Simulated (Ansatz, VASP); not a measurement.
**SiC in VASP and in Ansatz**

```
Si C
1.0
     1.57060   -5.58235    0.00000
     1.57060    5.58235    0.00000
     0.00000    0.00000    2.48415
Si C
2 2
Direct
  0.83231 0.16769 0.75000
  0.16769 0.83231 0.25000
  0.53075 0.46925 0.75000
  0.46925 0.53075 0.25000
```

Alike in both runs: functional PBE; k mesh 6 × 6 × 6; occupations gaussian, width 0.1 eV; no spin polarisation.

Ansatz relaxed the structure, and its values are those at the end. VASP's run is a single point on that final structure, the one shown.

|  | VASP | Ansatz |
| --- | --- | --- |
| version | VASP 6.6.1 | Ansatz 0.2.0 |
| potentials or method | VASP PAW PBE potentials, release 64 (Si, C), cutoff 520 eV | scalar-relativistic, plane waves, PAW |
| valence electrons in the cell | 16 | 16 |

|  | VASP | Ansatz | Ansatz less VASP |
| --- | --- | --- | --- |
| gap on the k mesh at the Fermi level (eV) | none | none | - |
| pressure (GPa) | 0.2 | 0.0 | -0.14 |
| rms of the force components (eV/Å) | 0.013 | 0.011 | -0.0019 |

A gap of «none» marks a metal or a gap that the smearing closes.

The k mesh is coarse, so the values compare programs but aren't converged.
